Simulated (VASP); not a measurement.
Write the native input for VASP 6.6.1 that does the following.

- Task: relaxation of cell and atoms
- Functional: PBE
- Potentials or basis: VASP PAW PBE potentials, release 64 (Zn, O)
- Cutoff: 600 eV
- k mesh: 15 × 15 × 15
- Occupations: fermi-dirac, width 0.05 eV
- Spin: no spin polarisation
- Target pressure: 34 GPa
- Dipole correction: no
- Further INCAR settings: ALGO = Normal; EDIFF = 1e-07; IBRION = 2; EDIFFG = -0.005; NSW = 60; ISIF = 3

The structure of ZnO (CsCl type) lies in POSCAR:

```
ZnO
1.0
    2.5563709352      0.0000000000      0.0000000000
    0.0000000000      2.5563709352      0.0000000000
    0.0000000000      0.0000000000      2.5563709352
Zn O
1 1
Direct
    0.0000000000      0.0000000000      0.0000000000
    0.5000000000      0.5000000000      0.5000000000
```

These files were run (other wordings do the same):

INCAR

```
ALGO = Normal ; EDIFF = 1E-7
EDIFFG = -0.005 ; ENCUT = 600
GGA = PE ; IBRION = 2
ISIF = 3 ; ISMEAR = -1
LASPH = True ; LCHARG = False
LREAL = False ; LWAVE = False
NELM = 80 ; NSW = 60
PREC = Accurate ; PSTRESS = 340.0
SIGMA = 0.05
```

KPOINTS

```
k-points
0
Gamma
  15 15 15
```

Potentials or basis: VASP PAW PBE potentials, release 64 (Zn, O).

Run with:

```bash
$ cat potpaw_PBE.64/Zn/POTCAR potpaw_PBE.64/O/POTCAR > POTCAR
$ mpirun -np 1 vasp_std > vasp.out
```

Results of the run:

| Quantity | Value |
| --- | --- |
| Relaxed volume | 8.38 Å³/atom |
| Relaxed cell | a = 2.559 Å, b = 2.559 Å, c = 2.559 Å, α = 90.00°, β = 90.00°, γ = 90.00° |
| Space group after relaxing (to 0.05 Å) | Pm-3m (No. 221) |
| Energy change on relaxing (the enthalpy is what falls) | -6.6 meV/atom |
| Ionic steps | 3 |
| Pressure after relaxing | 34.0 GPa |

Caveat: the cell is relaxed towards a set pressure, so the enthalpy falls and the energy may rise.

Run time: 38 s on 1 thread of Intel Xeon 6975P-C, with other jobs on the host, peak memory 0.15 GiB.
